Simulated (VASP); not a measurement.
The system is Pd.

```
CELL_PARAMETERS angstrom
-2.41859 2.41859 1.32055
2.41859 -2.41859 1.32055
2.41859 2.41859 -1.32055
ATOMIC_POSITIONS crystal
Pd 0.00000 0.00000 0.00000
Pd 0.75000 0.25000 0.50000
```

| Item | Value |
| --- | --- |
| Program | VASP 6.6.1 |
| Task | relaxation of cell and atoms |
| Functional | PBEsol |
| Potentials or basis | VASP PAW PBE potentials, release 64 (Pd) |
| Cutoff | 600 eV |
| k mesh | 13 × 13 × 9 |
| Occupations | fermi-dirac, width 0.1 eV |
| Spin | no spin polarisation |

At the start: pressure 6.2 GPa; volume 15.45 Å³/atom.

**Question.** Where does the relaxation end?

**Answer.** Over 6 steps the energy falls by 12.0 meV/atom and the volume is 15.97 Å³/atom (+3.4 %); space group I4_1/amd (No. 141, to 0.1 Å) before and after.

Step by step:
| step | energy change (eV) | largest force (eV/Å) | pressure (GPa) | volume (Å³) |
| --- | --- | --- | --- | --- |
| 1 | 0.0000 | 0.0002 | 6.18 | 30.90 |
| 2 | 0.0175 | 0.0001 | -7.41 | 33.64 |
| 3 | -0.0231 | 0.0001 | -0.43 | 32.03 |
| 4 | -0.0231 | 0.0001 | -0.23 | 32.00 |
| 5 | -0.0240 | 0.0000 | 0.09 | 31.94 |
| 6 | -0.0240 | 0.0000 | 0.08 | 31.94 |

Final structure:
```
Pd
1.0
    -2.45876    2.45877    1.32143
     2.45877   -2.45876    1.32143
     2.45761    2.45761   -1.32142
Pd
2
Direct
  0.00000 0.00000 0.00000
  0.75000 0.25000 0.50000
```

Caveat: the PAW data sets were made with another functional, which shifts forces and pressure a little.
